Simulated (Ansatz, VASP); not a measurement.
**Two plane-wave programs on Cd2Se3**

```
Cd Se
1.0
     4.44287    0.00000    0.00000
    -2.22143    3.84764    0.00000
     0.00000    0.00000    9.48487
Cd Se
2 3
Cartesian
  0.0000 2.5651 0.8884
  0.0000 0.0000 4.3742
  0.0000 2.5651 3.5824
  0.0000 0.0000 0.0025
  0.0000 0.0000 7.0965
```

Alike in both runs: functional PBE; k mesh 4 × 4 × 2; occupations gaussian, width 0.2 eV; no spin polarisation.

Ansatz relaxed the structure, and its values are those at the end. VASP's run is a single point on that final structure, the one shown.

|  | VASP | Ansatz |
| --- | --- | --- |
| version | VASP 6.6.1 | Ansatz 0.2.0 |
| potentials or method | VASP PAW PBE potentials, release 64 (Cd, Se), cutoff 520 eV | scalar-relativistic, plane waves, PAW |
| valence electrons in the cell | 42 | 88 |

|  | VASP | Ansatz | Ansatz less VASP |
| --- | --- | --- | --- |
| gap on the k mesh at the Fermi level (eV) | none | none | - |
| pressure (GPa) | 0.2 | 0.0 | -0.18 |
| rms of the force components (eV/Å) | 0.017 | 0.014 | -0.0023 |

A gap of «none» marks a metal or a gap that the smearing closes. The functional is the same, so the differences come from potentials, cutoffs and numerics. VASP's potentials hold 42 valence electrons a cell and Ansatz's 88, so a difference there can come from the potentials and not from the codes.

The k mesh is coarse, so the values compare programs but aren't converged.
